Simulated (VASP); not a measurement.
Here is a VASP 6.6.1 calculation.

Contents of POSCAR:

```
Ir
1.0
   -1.5438930337      1.5438930337      1.5438930337
    1.5438930337     -1.5438930337      1.5438930337
    1.5438930337      1.5438930337     -1.5438930337
Ir
1
Direct
    0.0000000000      0.0000000000      0.0000000000
```

Contents of INCAR.step1:

```
SYSTEM = Ir
  PREC = Accurate
  ENCUT = 520
  ISMEAR = 0
  SIGMA = 0.1
  LREAL = .False.
  LASPH = .True.
  NELM = 80
  NBANDS = 10
  GGA = PE
  ALGO = Normal
  EDIFF = 1E-4
  LWAVE = .True.
  LCHARG = .False.
```

Contents of INCAR.step2:

```
SYSTEM = Ir
  PREC = Accurate
  ENCUT = 520
  EDIFF = 1E-6
  ISMEAR = 0
  SIGMA = 0.1
  LREAL = .False.
  LASPH = .True.
  NELM = 80
  ALGO = Normal
  ISIF = 2
  LWAVE = .False.
  LCHARG = .False.
  METAGGA = R2SCAN
  LMIXTAU = .True.
  NBANDS = 10
  ISTART = 1
```

Contents of KPOINTS:

```
regular mesh
0
Gamma
  18 18 18
  0 0 0
```

Potentials or basis: VASP PAW PBE potentials, release 64 (Ir).

Launch:

```console
$ cat potpaw_PBE.64/Ir/POTCAR > POTCAR
$ cp INCAR.step1 INCAR
$ mpirun -np 1 vasp_std > vasp.out
$ cp INCAR.step2 INCAR
$ mpirun -np 1 vasp_std > vasp.out
```

**Question.** What does it give for the pressure?

**Answer.** 2.3 GPa.

Caveat: the PAW data sets were made with another functional, which shifts forces and pressure a little.
